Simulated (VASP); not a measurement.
# BaZrO3 (Pm-3m) in VASP: notebook, part 2 of 2

VASP 6.6.1. The steps go on from the part before.

## Step 3: Single point, LDA

This run uses another cell than the first one, of 14.29 Å³/atom, 0.988 times its volume.

INCAR

```
ALGO = Normal ; EDIFF = 1E-6
ENCUT = 520 ; ISIF = 2
ISMEAR = 0 ; LASPH = True
LCHARG = True ; LELF = True
LREAL = False ; LVHAR = True
LWAVE = False ; NBANDS = 28
NELM = 60 ; PREC = Accurate
SIGMA = 0.01
```

KPOINTS

```
k-points
0
Gamma
  3 3 3
```

POSCAR

```
BaZrO3
1.0
    4.1493471582      0.0000000000      0.0000000000
    0.0000000000      4.1493471582      0.0000000000
    0.0000000000      0.0000000000      4.1493471582
Ba Zr O
1 1 3
Direct
    0.0000000000      0.0000000000      0.0000000000
    0.5000000000      0.5000000000      0.5000000000
    0.0000000000      0.5000000000      0.5000000000
    0.5000000000      0.0000000000      0.5000000000
    0.5000000000      0.5000000000      0.0000000000
```

Potentials or basis: VASP PAW LDA potentials, release 64 (Ba_sv, Zr_sv, O).

The run is started by

```sh
cat potpaw_LDA.64/Ba_sv/POTCAR potpaw_LDA.64/Zr_sv/POTCAR potpaw_LDA.64/O/POTCAR > POTCAR
mpirun -np 1 vasp_std > vasp.out
```

OUTCAR:

```text
EDIFF = 1E-6
   ENCUT = 520
   ISIF = 2
   ISMEAR = 0
   LASPH = True
   LREAL = False
   NELM = 60
   PREC = Accurate

 ion  position               nearest neighbor table
   1  0.000  0.000  0.000-   3 2.93   4 2.93   5 2.93   3 2.93   4 2.93   3 2.93   5 2.93   3 2.93
                             4 2.93   5 2.93   4 2.93   5 2.93   2 3.59   2 3.59   2 3.59   2 3.59
   2  0.500  0.500  0.500-   3 2.07   4 2.07   5 2.07   5 2.07   4 2.07   3 2.07   1 3.59   1 3.59
                             1 3.59   1 3.59   1 3.59   1 3.59   1 3.59   1 3.59
   3  0.000  0.500  0.500-   2 2.07   2 2.07   1 2.93   1 2.93   1 2.93   1 2.93
   4  0.500  0.000  0.500-   2 2.07   2 2.07   1 2.93   1 2.93   1 2.93   1 2.93
   5  0.500  0.500  0.000-   2 2.07   2 2.07   1 2.93   1 2.93   1 2.93   1 2.93

  LATTYP: Found a simple cubic cell.
 ALAT       =     4.1493471582

  Lattice vectors:

 A1 = (   4.1493471582,   0.0000000000,   0.0000000000)
 A2 = (   0.0000000000,   4.1493471582,   0.0000000000)
 A3 = (   0.0000000000,   0.0000000000,   4.1493471582)

Analysis of symmetry for initial positions (statically):
=====================================================================
 Subroutine PRICEL returns:
 Original cell was already a primitive cell.

 Routine SETGRP: Setting up the symmetry group for a
 simple cubic supercell.

 Subroutine GETGRP returns: Found 48 space group operations
 (whereof 48 operations were pure point group operations)
 out of a pool of 48 trial point group operations.

The static configuration has the point symmetry O_h .

Analysis of symmetry for dynamics (positions and initial velocities):
=====================================================================
 Subroutine PRICEL returns:
 Original cell was already a primitive cell.

 Routine SETGRP: Setting up the symmetry group for a
 simple cubic supercell.

 Subroutine GETGRP returns: Found 48 space group operations
 (whereof 48 operations were pure point group operations)
 out of a pool of 48 trial point group operations.

[... 106 lines left out ...]
  volume/ion in A,a.u.               =      14.29        96.42
  Fermi-wavevector in a.u.,A,eV,Ry     =   1.349320  2.549846 24.771655  1.820665
  Thomas-Fermi vector in A             =   2.476917
   LORBIT       =      0    0 simple, 1 ext, 2 COOP (PROOUT), +10 PAW based schemes
   GGA     = CA    functional components
   LHFCALC =     F    Hartree Fock is set to
   AEXX    =    0.0000 exact exchange contribution
   IVDW    =     0    specifies the selected vdW correction
   LEPSILON=     F    determine dielectric tensor
   LRPA    =     F    only Hartree local field effects (RPA)
 non-spin polarized calculation
 Gauss-broadening in eV      SIGMA  =   0.01
  energy-cutoff  :      520.00
  volume of cell :       71.44
 maximum number of plane-waves:      1935
 NGX is ok and might be reduce to    32
   NGX = 15   NGY = 15   NGZ = 15

 number of electron      40.0000016 magnetization

 Free energy of the ion-electron system (eV)
  ---------------------------------------------------
  ext. energy  EPLUGINS =         0.00000000
  ---------------------------------------------------
  free energy    TOTEN  =       -45.66411232 eV

  energy without entropy =      -45.66411232  energy(sigma->0) =      -45.66411232

 E-fermi :   3.6597     XC(G=0): -11.3870

 val. band max:        3.5280782700   @ k =   0.0000   0.0000   0.0000
 cond. band min:       6.8048399798   @ k =   0.0000   0.0000   0.0000
 fundamental gap:      3.2767617098
 Fermi energy:         3.6596877204

 k-point     1 :       0.0000    0.0000    0.0000
  band No.  band energies     occupation
      1     -42.8228      2.00000
      2     -21.3495      2.00000
      3     -21.2014      2.00000
      4     -21.2014      2.00000
      5     -21.2014      2.00000
      6     -12.4009      2.00000
[... 113 lines left out ...]
     27      12.1195      0.00000
     28      12.1195      0.00000

------------------------ aborting loop because EDIFF is reached ----------------------------------------

  FORCE on cell =-STRESS in cart. coord.  units (eV):
  Direction    XX          YY          ZZ          XY          YZ          ZX
  --------------------------------------------------------------------------------------
  -------------------------------------------------------------------------------------
  Total        0.6615378      0.6615378      0.6615378      0.0000000      0.0000000      0.0000000
  in kB       14.8363114     14.8363114     14.8363114      0.0000000      0.0000000      0.0000000
  external PRESSURE =      14.8363114 kB  Pullay stress =       0.0000000 kB

 VOLUME and BASIS-vectors are now :
 -----------------------------------------------------------------------------
  energy-cutoff  :      520.00
  volume of cell :       71.44
      direct lattice vectors                 reciprocal lattice vectors
     4.149347158  0.000000000  0.000000000     0.241001768  0.000000000  0.000000000
     0.000000000  4.149347158  0.000000000     0.000000000  0.241001768  0.000000000
     0.000000000  0.000000000  4.149347158     0.000000000  0.000000000  0.241001768

 POSITION                                       TOTAL-FORCE (eV/Angst)
 -----------------------------------------------------------------------------------
      0.00000      0.00000      0.00000         0.000000      0.000000      0.000000
      2.07467      2.07467      2.07467         0.000000      0.000000      0.000000
      0.00000      2.07467      2.07467         0.000000      0.000000      0.000000
      2.07467      0.00000      2.07467         0.000000      0.000000      0.000000
      2.07467      2.07467      0.00000         0.000000      0.000000      0.000000
 -----------------------------------------------------------------------------------
    total drift:                                0.000000     -0.000000     -0.000000

  FREE ENERGIE OF THE ION-ELECTRON SYSTEM (eV)
  ---------------------------------------------------
  free  energy   TOTEN  =       -45.6641123224 eV

  energy  without entropy=      -45.6641123224  energy(sigma->0) =      -45.66411232
```

OSZICAR:

```text
N       E                     dE             d eps       ncg     rms          rms(c)
DAV:   1     0.295532940481E+03    0.29553E+03   -0.22154E+04   224   0.141E+03
DAV:   2    -0.333653953401E+02   -0.32890E+03   -0.32172E+03   272   0.353E+02
DAV:   3    -0.526520170694E+02   -0.19287E+02   -0.19212E+02   356   0.790E+01
DAV:   4    -0.530287349566E+02   -0.37672E+00   -0.37621E+00   300   0.954E+00
DAV:   5    -0.530387245066E+02   -0.99896E-02   -0.99885E-02   320   0.115E+00    0.310E+01
DAV:   6    -0.459357423160E+02    0.71030E+01   -0.36114E+01   272   0.376E+01    0.141E+01
DAV:   7    -0.457341648108E+02    0.20158E+00   -0.24337E+00   308   0.885E+00    0.865E+00
DAV:   8    -0.456714711501E+02    0.62694E-01   -0.37358E-01   276   0.427E+00    0.872E-01
DAV:   9    -0.456646225478E+02    0.68486E-02   -0.61676E-02   300   0.139E+00    0.494E-01
DAV:  10    -0.456644930507E+02    0.12950E-03   -0.13210E-02   304   0.936E-01    0.293E-01
DAV:  11    -0.456641126174E+02    0.38043E-03   -0.20956E-03   280   0.390E-01    0.334E-02
DAV:  12    -0.456641164017E+02   -0.37842E-05   -0.12260E-04   296   0.774E-02    0.459E-02
DAV:  13    -0.456641122891E+02    0.41125E-05   -0.16339E-05   308   0.312E-02    0.281E-03
DAV:  14    -0.456641123224E+02   -0.33296E-07   -0.99654E-07   180   0.737E-03
   1 F= -.45664112E+02 E0= -.45664112E+02  d E =-.373961E-78
```

stdout:

```text
POSCAR found type information on POSCAR BaZrO
 POSCAR found :  3 types and       5 ions
 scaLAPACK will be used
 LDA part: xc-table for (Slater(with rela. corr.)+CA(PZ))
 , standard interpolation
 POSCAR, INCAR and KPOINTS ok, starting setup
 FFT: planning ... GRIDC
 FFT: planning ... GRID_SOFT
 FFT: planning ... GRID
 WAVECAR not read
 entering main loop
```

Run time: 7.3 s. Hardware: 1 thread of Intel Xeon 6975P-C, shared host; peak memory 0.15 GiB.

What came out:

* Free energy: -45.6641 eV
* Pressure: 1.5 GPa
* Band gap on the k mesh: 3.28 eV, direct

Caveat: the k points lie up to 0.50 Å⁻¹ apart; spin-orbit coupling is left out, which moves the levels of the heavy elements. Expect the measured gap to be larger: semilocal functionals such as LDA lack the derivative discontinuity.

## Step 4: Single point, LDA

This run uses another cell than the first one, of 14.13 Å³/atom, 0.977 times its volume.

INCAR

```
ALGO     = Normal         # electronic algorithm
EDIFF    = 1E-7           # SCF threshold, eV
ENCUT    = 520            # plane-wave cutoff, eV
ISIF     = 2              # what is computed and relaxed
ISMEAR   = 0              # smearing method
LASPH    = T              # aspherical terms in the spheres
LCHARG   = T              # write CHGCAR
LELF     = T              # ELF
LREAL    = F              # projectors in reciprocal space
LVHAR    = T            
LWAVE    = F              # write WAVECAR
NBANDS   = 28             # bands
NELM     = 100            # most SCF steps
PREC     = Accurate       # precision mode
SIGMA    = 0.01           # smearing width, eV
```

KPOINTS is that of step 3.

Changes to POSCAR since step 3:

```diff
@@ -2,5 +2,5 @@
 1.0
-    4.1493471582      0.0000000000      0.0000000000
-    0.0000000000      4.1493471582      0.0000000000
-    0.0000000000      0.0000000000      4.1493471582
+    4.1336863275      0.0000000000      0.0000000000
+    0.0000000000      4.1336863275      0.0000000000
+    0.0000000000      0.0000000000      4.1336863275
 Ba Zr O
```

The run is started by

```sh
cat potpaw_LDA.64/Ba_sv/POTCAR potpaw_LDA.64/Zr_sv/POTCAR potpaw_LDA.64/O/POTCAR > POTCAR
mpirun -np 1 vasp_std > vasp.out
```

Wall time 8.5 s (1 thread of Intel Xeon 6975P-C, shared host); peak memory 0.15 GiB.

Results (log left out):

* Free energy: -45.6508 eV
* Pressure: 3.6 GPa
* Band gap on the k mesh: 3.28 eV, direct

Levels at points of the mesh, in eV from the valence-band top:
| k point | band 18 | band 19 | band 20 | band 21 | band 22 | band 23 |
| --- | --- | --- | --- | --- | --- | --- |
| (0.00, 0.00, 0.00) | 0.00 | 0.00 | 0.00 | 3.28 | 3.28 | 3.28 |

Caveat: the k points lie up to 0.51 Å⁻¹ apart; spin-orbit coupling is left out, which moves the levels of the heavy elements. LDA gaps usually lie below the measured ones, often by a third to a half.

## Step 5: Single point, LDA

This run uses another cell than the first one, of 13.91 Å³/atom, 0.962 times its volume.

INCAR

```
SYSTEM = BaZrO3
  PREC = Accurate
  ENCUT = 520
  EDIFF = 1E-7
  ISMEAR = 0
  SIGMA = 0.01
  LREAL = .FALSE.
  LASPH = .TRUE.
  NELM = 60
  ALGO = Normal
  ISIF = 2
  LWAVE = .FALSE.
  LCHARG = .TRUE.
  GGA = CA
  LELF = .TRUE.
  LVHAR = .TRUE.
  NBANDS = 28
```

KPOINTS

```
regular mesh
0
G
  3 3 3
  0 0 0
```

Changes to POSCAR since step 4:

```diff
@@ -2,5 +2,5 @@
 1.0
-    4.1336863275      0.0000000000      0.0000000000
-    0.0000000000      4.1336863275      0.0000000000
-    0.0000000000      0.0000000000      4.1336863275
+    4.1120179588      0.0000000000      0.0000000000
+    0.0000000000      4.1120179588      0.0000000000
+    0.0000000000      0.0000000000      4.1120179588
 Ba Zr O
```

The run is started by

```sh
cat potpaw_LDA.64/Ba_sv/POTCAR potpaw_LDA.64/Zr_sv/POTCAR potpaw_LDA.64/O/POTCAR > POTCAR
mpirun -np 1 vasp_std > vasp.out
```

Wall time 8.1 s (1 thread of Intel Xeon 6975P-C, shared host); peak memory 0.16 GiB.

Results (log left out):

* Free energy: -45.6144 eV
* Pressure: 6.7 GPa
* Band gap on the k mesh: 3.29 eV, direct

Levels at points of the mesh, in eV from the valence-band top:
| k point | band 18 | band 19 | band 20 | band 21 | band 22 | band 23 |
| --- | --- | --- | --- | --- | --- | --- |
| (0.00, 0.00, 0.00) | 0.00 | 0.00 | 0.00 | 3.29 | 3.29 | 3.29 |

Caveat: the k points lie up to 0.51 Å⁻¹ apart; spin-orbit coupling is left out, which moves the levels of the heavy elements.

## Step 6: Single point, LDA

This run uses another cell than the first one, of 13.57 Å³/atom, 0.939 times its volume.

INCAR

```
PREC = Accurate ; ENCUT = 520
EDIFF = 1E-6 ; ISMEAR = 0
SIGMA = 0.01 ; LREAL = False
LASPH = True ; NELM = 100
ALGO = Normal ; ISIF = 2
LWAVE = False ; LCHARG = False
NBANDS = 28
```

KPOINTS

```
regular mesh
0
Gamma
  3 3 3
```

Changes to POSCAR since step 5:

```diff
@@ -2,5 +2,5 @@
 1.0
-    4.1120179588      0.0000000000      0.0000000000
-    0.0000000000      4.1120179588      0.0000000000
-    0.0000000000      0.0000000000      4.1120179588
+    4.0790738683      0.0000000000      0.0000000000
+    0.0000000000      4.0790738683      0.0000000000
+    0.0000000000      0.0000000000      4.0790738683
 Ba Zr O
```

Potentials or basis: VASP PAW LDA potentials, release 64 (Ba_sv, Zr_sv, O).

The run is started by

```sh
cat potpaw_LDA.64/Ba_sv/POTCAR potpaw_LDA.64/Zr_sv/POTCAR potpaw_LDA.64/O/POTCAR > POTCAR
mpirun -np 1 vasp_std > vasp.out
```

Run time: 8.7 s. Hardware: 1 thread of Intel Xeon 6975P-C, shared host; peak memory 0.15 GiB.

Results (log left out):

```yaml
Free_energy: -45.5168 eV
Pressure: 11.9 GPa
Band_gap_on_the_k_mesh: 3.29 eV, direct
```

Levels at points of the mesh, in eV from the valence-band top:
| k point | band 17 | band 18 | band 19 | band 20 | band 21 | band 22 | band 23 | band 24 |
| --- | --- | --- | --- | --- | --- | --- | --- | --- |
| (0.00, 0.00, 0.00) | -1.03 | 0.00 | 0.00 | 0.00 | 3.29 | 3.29 | 3.29 | 4.69 |

Caveat: the k points lie up to 0.51 Å⁻¹ apart; spin-orbit coupling is left out, which moves the levels of the heavy elements.

## Step 7: The runs side by side

```tsv
cell	gap on the mesh (eV)	pressure (GPa)
a = 4.165 Å, 5 atoms	3.27	-0.6
a = 4.149 Å, 5 atoms	3.28	1.5
a = 4.134 Å, 5 atoms	3.28	3.6
a = 4.112 Å, 5 atoms	3.29	6.7
a = 4.079 Å, 5 atoms	3.29	11.9
```

Alike in all rows: task single point; level LDA; potentials or basis VASP PAW LDA potentials, release 64 (Ba_sv, Zr_sv, O); no spin polarisation; k mesh 3 × 3 × 3; cutoff (eV) 520; smearing gaussian 0.01 eV.

Caveats: all runs use coarse meshes; spin-orbit coupling is left out, which moves the levels of the heavy elements.

Absolute energies hang on the potentials; compare differences alone.
